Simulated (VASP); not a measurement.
# SnTeO4 (I422) in VASP: notebook

Runs on SnTeO4. Level: PBE. Tasks: single point.

All numbers are computed with VASP 6.6.1; they aren't measurements. Logs are shortened: lines on timing, memory, paths and dates and some standing lists are left out, and cuts for length are marked.

**1. The cell of the first run**

The structure is tetragonal, space group I422 (No. 97). Conventional cell: a = 5.086 Å, b = 5.086 Å, c = 5.738 Å, α = 90.00°, β = 90.00°, γ = 90.00°. Within 3.1 Å of Sn (site symmetry 422) lie 8 O at 2.32 Å and 2 Te at 2.87 Å. Te (site symmetry 422) has 8 O at 2.32 Å and 2 Sn at 2.87 Å within 3.1 Å. O (site symmetry 2) has 2 Sn at 2.32 Å and 2 Te at 2.32 Å and 7 O at 2.59 to 2.95 Å within 3.1 Å.

The cell was generated, and may not be a known phase.

**2. Single point, PBE**

The input, INCAR:

```
SYSTEM = SnTeO4
  ALGO = Normal
  EDIFF = 1E-6
  ENCUT = 520
  GGA = PE
  ISIF = 2
  ISMEAR = 0
  LASPH = .TRUE.
  LCHARG = .FALSE.
  LREAL = .FALSE.
  LWAVE = .FALSE.
  NBANDS = 31
  NELM = 100
  PREC = Accurate
  SIGMA = 0.1
```

The input, KPOINTS:

```
k-points
0
G
  4 4 4
  0 0 0
```

The input, POSCAR:

```
SnTeO4
1.0
   -2.5430193008      2.5430193008      2.8687571754
    2.5430193008     -2.5430193008      2.8687571754
    2.5430193008      2.5430193008     -2.8687571754
Sn Te O
1 1 4
Direct
    0.0000000000      0.0000000000      0.0000000000
    0.5000000000      0.5000000000      0.0000000000
    0.9531658838      0.4531658838      0.9063317675
    0.5468341162      0.0468341162      0.0936682325
    0.0468341162      0.9531658838      0.5000000000
    0.4531658838      0.5468341162      0.5000000000
```

Potentials or basis: VASP PAW PBE potentials, release 64 (Sn_d, Te, O).

Launch:

```sh
cat potpaw_PBE.64/Sn_d/POTCAR potpaw_PBE.64/Te/POTCAR potpaw_PBE.64/O/POTCAR > POTCAR
mpirun -np 1 vasp_std > vasp.out
```

OUTCAR:

```text
SYSTEM = SnTeO4
   EDIFF = 1E-6
   ENCUT = 520
   GGA = PE
   ISIF = 2
   ISMEAR = 0
   LASPH = .TRUE.
   LREAL = .FALSE.
   NELM = 100
   PREC = Accurate

 ion  position               nearest neighbor table
   1  0.000  0.000  0.000-   4 2.32   3 2.32   5 2.32   5 2.32   6 2.32   6 2.32   3 2.32   4 2.32
                             2 2.87   2 2.87   2 3.60   2 3.60   2 3.60   2 3.60
   2  0.500  0.500  0.000-   4 2.32   3 2.32   6 2.32   6 2.32   5 2.32   5 2.32   3 2.32   4 2.32
                             1 2.87   1 2.87   1 3.60   1 3.60   1 3.60   1 3.60
   3  0.953  0.453  0.906-   2 2.32   1 2.32   1 2.32   2 2.32
   4  0.547  0.047  0.094-   2 2.32   1 2.32   1 2.32   2 2.32
   5  0.047  0.953  0.500-   2 2.32   1 2.32   1 2.32   2 2.32
   6  0.453  0.547  0.500-   1 2.32   2 2.32   2 2.32   1 2.32

  LATTYP: Found a body centered tetragonal cell.
 ALAT       =     5.0860386016
 C/A-ratio  =     1.1280909958

  Lattice vectors:

 A1 = (  -2.5430193008,   2.5430193008,   2.8687571754)
 A2 = (   2.5430193008,  -2.5430193008,   2.8687571754)
 A3 = (   2.5430193008,   2.5430193008,  -2.8687571754)

Analysis of symmetry for initial positions (statically):
=====================================================================
 Subroutine PRICEL returns:
 Original cell was already a primitive cell.

 Routine SETGRP: Setting up the symmetry group for a
 body centered tetragonal supercell.

 Subroutine GETGRP returns: Found  8 space group operations
 (whereof  8 operations were pure point group operations)
 out of a pool of 16 trial point group operations.

The static configuration has the point symmetry D_4 .

Analysis of symmetry for dynamics (positions and initial velocities):
=====================================================================
 Subroutine PRICEL returns:
 Original cell was already a primitive cell.

 Routine SETGRP: Setting up the symmetry group for a
 body centered tetragonal supercell.

 Subroutine GETGRP returns: Found  8 space group operations
 (whereof  8 operations were pure point group operations)
 out of a pool of 16 trial point group operations.

The dynamic configuration has the point symmetry D_4 .

 Subroutine INISYM returns: Found  8 space group operations
 (whereof  8 operations are pure point group operations),
 and found     1 'primitive' translations

[... 89 lines left out ...]
   NELM   =    100;   NELMIN=  2; NELMDL= -5     # of ELM steps
   EDIFF  = 0.1E-05   stopping-criterion for ELM
   LREAL  =      F    real-space projection
   EDIFFG = 0.1E-04   stopping-criterion for IOM
   NSW    =      0    number of steps for IOM
   IBRION =     -1    ionic relax: 0-MD 1-quasi-New 2-CG
   NFREE  =      0    steps in history (QN), initial steepest desc. (CG)
   ISIF   =      2    stress and relaxation
   ISYM   =      2    0-nonsym 1-usesym 2-fastsym
   POTIM  = 0.5000    time-step for ionic-motion
   TEBEG  =    0.0;   TEEND  =   0.0 temperature during run
   PSTRESS=    0.0 pullay stress
   NELECT =      44.0000    total number of electrons
   NUPDOWN=      -1.0000    fix difference up-down
   EMIN   =  10.00;   EMAX   =-10.00  energy-range for DOS
   EFERMI =   0.00;   METHOD = LEGACY
   ISMEAR =     0;   SIGMA  =   0.10  broadening in eV -4-tet -1-fermi 0-gaus
   EFERMI_NEDOS =   21; number of points for ismear=-14 and -15
   IALGO  =     38    algorithm
   IMIX   =      4    mixing-type and parameters
     AMIX     =   0.40;   BMIX     =  1.00
     AMIX_MAG =   1.60;   BMIX_MAG =  1.00
  volume/ion in A,a.u.               =      12.37        83.46
  Fermi-wavevector in a.u.,A,eV,Ry     =   1.375334  2.599003 25.735995  1.891542
  Thomas-Fermi vector in A             =   2.500679
   LORBIT       =      0    0 simple, 1 ext, 2 COOP (PROOUT), +10 PAW based schemes
   GGA     = PE    functional components
   LHFCALC =     F    Hartree Fock is set to
   AEXX    =    0.0000 exact exchange contribution
   IVDW    =     0    specifies the selected vdW correction
   LEPSILON=     F    determine dielectric tensor
   LRPA    =     F    only Hartree local field effects (RPA)
 non-spin polarized calculation
 Gauss-broadening in eV      SIGMA  =   0.10
  energy-cutoff  :      520.00
  volume of cell :       74.21
 maximum number of plane-waves:      2021
 NGX is ok and might be reduce to    36
   NGX = 17   NGY = 17   NGZ = 17

 number of electron      44.0000005 magnetization

 Free energy of the ion-electron system (eV)
  ---------------------------------------------------
  ext. energy  EPLUGINS =         0.00000000
  ---------------------------------------------------
  free energy    TOTEN  =       -29.72691032 eV

  energy without entropy =      -29.72682963  energy(sigma->0) =      -29.72686997

 E-fermi :   7.2954     XC(G=0): -11.2662

 val. band max:        7.1165379467   @ k =   0.0000   0.0000   0.0000
 cond. band min:       7.5197873237   @ k =  -0.2500   0.2500   0.0000
 fundamental gap:      0.4032493770
 Fermi energy:         7.2954066811

 k-point     1 :       0.0000    0.0000    0.0000
  band No.  band energies     occupation
      1     -14.5430      2.00000
      2     -14.5430      2.00000
      3     -14.4975      2.00000
      4     -14.4445      2.00000
      5     -14.3152      2.00000
      6     -12.5262      2.00000
[... 431 lines left out ...]
     30      17.3855      0.00000
     31      19.4236      0.00000

------------------------ aborting loop because EDIFF is reached ----------------------------------------

  FORCE on cell =-STRESS in cart. coord.  units (eV):
  Direction    XX          YY          ZZ          XY          YZ          ZX
  --------------------------------------------------------------------------------------
  -------------------------------------------------------------------------------------
  Total       -0.2677023     -0.2677023     -0.3044101      0.0000000      0.0000000     -0.0000000
  in kB       -5.7797566     -5.7797566     -6.5722882      0.0000000      0.0000000     -0.0000000
  external PRESSURE =      -6.0439338 kB  Pullay stress =       0.0000000 kB

 VOLUME and BASIS-vectors are now :
 -----------------------------------------------------------------------------
  energy-cutoff  :      520.00
  volume of cell :       74.21
      direct lattice vectors                 reciprocal lattice vectors
    -2.543019301  2.543019301  2.868757175     0.000000000  0.196616675  0.174291503
     2.543019301 -2.543019301  2.868757175     0.196616675  0.000000000  0.174291503
     2.543019301  2.543019301 -2.868757175     0.196616675  0.196616675  0.000000000

 POSITION                                       TOTAL-FORCE (eV/Angst)
 -----------------------------------------------------------------------------------
      0.00000      0.00000      0.00000        -0.000000     -0.000000     -0.000000
      0.00000      0.00000      2.86876        -0.000000     -0.000000     -0.000000
      1.03331      3.57633      1.43438        -0.007713     -0.007713     -0.000000
     -1.03331      1.50971      1.43438         0.007713      0.007713      0.000000
      3.57633     -1.03331      1.43438        -0.007713      0.007713     -0.000000
      1.50971      1.03331      1.43438         0.007713     -0.007713     -0.000000
 -----------------------------------------------------------------------------------
    total drift:                               -0.000000      0.000000     -0.000000

  FREE ENERGIE OF THE ION-ELECTRON SYSTEM (eV)
  ---------------------------------------------------
  free  energy   TOTEN  =       -29.7269103154 eV

  energy  without entropy=      -29.7268296269  energy(sigma->0) =      -29.72686997
```

stdout:

```text
POSCAR found type information on POSCAR SnTeO
 POSCAR found :  3 types and       6 ions
 scaLAPACK will be used
 LDA part: xc-table for (Slater+PW92), standard interpolation
 POSCAR, INCAR and KPOINTS ok, starting setup
 FFT: planning ... GRIDC
 FFT: planning ... GRID_SOFT
 FFT: planning ... GRID
 WAVECAR not read
 entering main loop
```

It took 16 s on 1 thread of Intel Xeon 6975P-C (Granite Rapids), shared host; peak memory 0.21 GiB.

What came out:

```yaml
Free_energy: -29.7269 eV
Pressure: -0.6 GPa
Largest_force: 0.011 eV/Å
Band_gap_on_the_k_mesh: zero (bands 22 and 23 overlap by 0.88 eV)
```

Forces on the atoms (eV/Å):
```
Sn   0.000  0.000  0.000
Te   0.000  0.000  0.000
O   -0.008 -0.008  0.000
O    0.008  0.008  0.000
O   -0.008  0.008  0.000
O    0.008 -0.008  0.000
```

Stress tensor (GPa, compression positive):
```
-0.58  0.00  0.00
 0.00 -0.58  0.00
 0.00  0.00 -0.66
```

Caveat: the k points lie up to 0.41 Å⁻¹ apart, too coarse for converged energies and pressures of a metal; spin-orbit coupling is left out, which moves the levels of the heavy elements.

**3. Single point, PBE**

This run uses another cell than the first one, of 20.70 Å³/atom.

The input, INCAR:

```
SYSTEM = SnTeO4
PREC = Accurate ; ENCUT = 520
EDIFF = 1E-7 ; ISMEAR = 0
SIGMA = 0.1 ; LREAL = .False.
LASPH = .True. ; NELM = 100
ALGO = Normal ; ISIF = 2
LWAVE = .False. ; LCHARG = .False.
GGA = PE ; NBANDS = 31
```

The input, KPOINTS:

```
Automatic mesh
0
Gamma
  4 4 4
  0 0 0
```

The input, POSCAR:

```
SnTeO4
1.0
   -3.2508972200      3.2508972200      2.9380794500
    3.2508972200     -3.2508972200      2.9380794500
    3.2508972200      3.2508972200     -2.9380794500
Sn Te O
1 1 4
Direct
    0.0000000000      0.0000000000      0.0000000000
    0.5000000000      0.5000000000      0.0000000000
    0.9269653600      0.4269653600      0.8539307100
    0.5730346400      0.0730346400      0.1460692900
    0.0730346400      0.9269653600      0.5000000000
    0.4269653600      0.5730346400      0.5000000000
```

Potentials or basis: VASP PAW PBE potentials, release 64 (Sn_d, Te, O).

Launch:

```sh
cat potpaw_PBE.64/Sn_d/POTCAR potpaw_PBE.64/Te/POTCAR potpaw_PBE.64/O/POTCAR > POTCAR
mpirun -np 1 vasp_std > vasp.out
```

OUTCAR:

```text
SYSTEM = SnTeO4
   PREC = Accurate
   ENCUT = 520
   EDIFF = 1E-7
   ISMEAR = 0
   LREAL = .False.
   LASPH = .True.
   NELM = 100
   ISIF = 2
   GGA = PE

 ion  position               nearest neighbor table
   1  0.000  0.000  0.000-   4 2.81   3 2.81   5 2.81   5 2.81   6 2.81   6 2.81   3 2.81   4 2.81
                             2 2.94   2 2.94
   2  0.500  0.500  0.000-   4 2.81   3 2.81   6 2.81   6 2.81   5 2.81   5 2.81   3 2.81   4 2.81
                             1 2.94   1 2.94
   3  0.927  0.427  0.854-   2 2.81   1 2.81   1 2.81   2 2.81
   4  0.573  0.073  0.146-   2 2.81   1 2.81   1 2.81   2 2.81
   5  0.073  0.927  0.500-   2 2.81   1 2.81   1 2.81   2 2.81
   6  0.427  0.573  0.500-   1 2.81   2 2.81   2 2.81   1 2.81

  LATTYP: Found a body centered tetragonal cell.
 ALAT       =     6.5017944400
 C/A-ratio  =     0.9037749431

  Lattice vectors:

 A1 = (  -3.2508972200,   3.2508972200,   2.9380794500)
 A2 = (   3.2508972200,  -3.2508972200,   2.9380794500)
 A3 = (   3.2508972200,   3.2508972200,  -2.9380794500)

Analysis of symmetry for initial positions (statically):
[... 171 lines left out ...]

 val. band max:        0.9507973439   @ k =  -0.2500  -0.2500   0.2500
 cond. band min:       1.0290435588   @ k =  -0.2500  -0.2500   0.2500
 fundamental gap:      0.0782462149
 Fermi energy:         0.9843966994

 k-point     1 :       0.0000    0.0000    0.0000
  band No.  band energies     occupation
      1     -20.2268      2.00000
      2     -20.1531      2.00000
      3     -20.1531      2.00000
      4     -20.1023      2.00000
      5     -20.1015      2.00000
      6     -15.0215      2.00000
[... 431 lines left out ...]
     30      10.2235      0.00000
     31      12.1028      0.00000

------------------------ aborting loop because EDIFF is reached ----------------------------------------

  FORCE on cell =-STRESS in cart. coord.  units (eV):
  Direction    XX          YY          ZZ          XY          YZ          ZX
  --------------------------------------------------------------------------------------
  -------------------------------------------------------------------------------------
  Total      -20.0237307    -20.0237307     -2.9597847      0.0000000      0.0000000      0.0000000
  in kB     -258.3006944   -258.3006944    -38.1804194      0.0000000      0.0000000      0.0000000
  external PRESSURE =    -184.9272694 kB  Pullay stress =       0.0000000 kB

 VOLUME and BASIS-vectors are now :
 -----------------------------------------------------------------------------
  energy-cutoff  :      520.00
  volume of cell :      124.20
      direct lattice vectors                 reciprocal lattice vectors
    -3.250897220  3.250897220  2.938079450     0.000000000  0.153803694  0.170179196
     3.250897220 -3.250897220  2.938079450     0.153803694  0.000000000  0.170179196
     3.250897220  3.250897220 -2.938079450     0.153803694  0.153803694  0.000000000

 POSITION                                       TOTAL-FORCE (eV/Angst)
 -----------------------------------------------------------------------------------
      0.00000      0.00000      0.00000         0.000000      0.000000     -0.000000
      0.00000      0.00000      2.93808         0.000000      0.000000     -0.000000
      1.15059      4.40149      1.46904         0.547243      0.547243      0.000000
     -1.15059      2.10030      1.46904        -0.547243     -0.547243     -0.000000
      4.40149     -1.15059      1.46904         0.547243     -0.547243     -0.000000
      2.10030      1.15059      1.46904        -0.547243      0.547243     -0.000000
 -----------------------------------------------------------------------------------
    total drift:                                0.000003     -0.000003     -0.000000

  FREE ENERGIE OF THE ION-ELECTRON SYSTEM (eV)
  ---------------------------------------------------
  free  energy   TOTEN  =       -22.2110001432 eV

  energy  without entropy=      -22.1698516857  energy(sigma->0) =      -22.19042591
```

stdout:

```text
POSCAR found type information on POSCAR SnTeO
 POSCAR found :  3 types and       6 ions
 scaLAPACK will be used
 LDA part: xc-table for (Slater+PW92), standard interpolation
 POSCAR, INCAR and KPOINTS ok, starting setup
 FFT: planning ... GRIDC
 FFT: planning ... GRID_SOFT
 FFT: planning ... GRID
 WAVECAR not read
 entering main loop
```

It took 46 s on 1 thread of Intel Xeon 6975P-C (Granite Rapids), shared host; peak memory 0.27 GiB.

What came out:

```yaml
Free_energy: -22.2110 eV
Pressure: -18.5 GPa
Largest_force: 0.774 eV/Å
Band_gap_on_the_k_mesh: zero (bands 22 and 23 overlap by 0.04 eV)
```

Forces on the atoms (eV/Å):
```
Sn   0.000  0.000  0.000
Te   0.000  0.000  0.000
O    0.547  0.547  0.000
O   -0.547 -0.547  0.000
O    0.547 -0.547  0.000
O   -0.547  0.547  0.000
```

Stress tensor (GPa, compression positive):
```
-25.83   0.00   0.00
  0.00 -25.83   0.00
  0.00   0.00  -3.82
```

Caveat: the k points lie up to 0.36 Å⁻¹ apart; semilocal functionals underestimate gaps, and a narrow one can read as zero; spin-orbit coupling is left out, which moves the levels of the heavy elements.

The gap in the log of VASP goes by the Fermi energy; the results here count the filled bands.